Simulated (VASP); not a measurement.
Input of a VASP 6.6.1 run:

The input INCAR:

```
PREC     = Accurate       # precision mode
ENCUT    = 500            # plane-wave cutoff, eV
EDIFF    = 1E-6           # SCF threshold, eV
ISMEAR   = 0              # smearing method
SIGMA    = 0.05           # smearing width, eV
LREAL    = F              # projectors in reciprocal space
LASPH    = T              # aspherical terms in the spheres
NELM     = 120            # most SCF steps
ALGO     = Normal         # electronic algorithm
ISIF     = 2              # what is computed and relaxed
LWAVE    = F              # write WAVECAR
LCHARG   = T              # write CHGCAR
GGA      = RP             # functional
LELF     = T              # ELF
LVHAR    = T            
NBANDS   = 16             # bands
GGA_COMPAT= F
```

KPOINTS

```
regular mesh
0
Gamma
  10 10 10
```

The input POSCAR:

```
AgBr
1.0
    0.0000000000      2.9202557254      2.9202557254
    2.9202557254      0.0000000000      2.9202557254
    2.9202557254      2.9202557254      0.0000000000
Ag Br
1 1
Direct
    0.5000000000      0.5000000000      0.5000000000
    0.0000000000      0.0000000000      0.0000000000
```

Potentials or basis: VASP PAW PBE potentials, release 64 (Ag, Br).

Run with:

```sh
$ cat potpaw_PBE.64/Ag/POTCAR potpaw_PBE.64/Br/POTCAR > POTCAR
$ mpirun -np 1 vasp_std > vasp.out
```

Estimate the pressure.

2.6 GPa.

Estimate the band gap on the k mesh.

0.86 eV (least direct gap 2.61 eV).

Caveat: the PAW data sets were made with another functional, which shifts forces and pressure a little. A k mesh can miss the band edges.
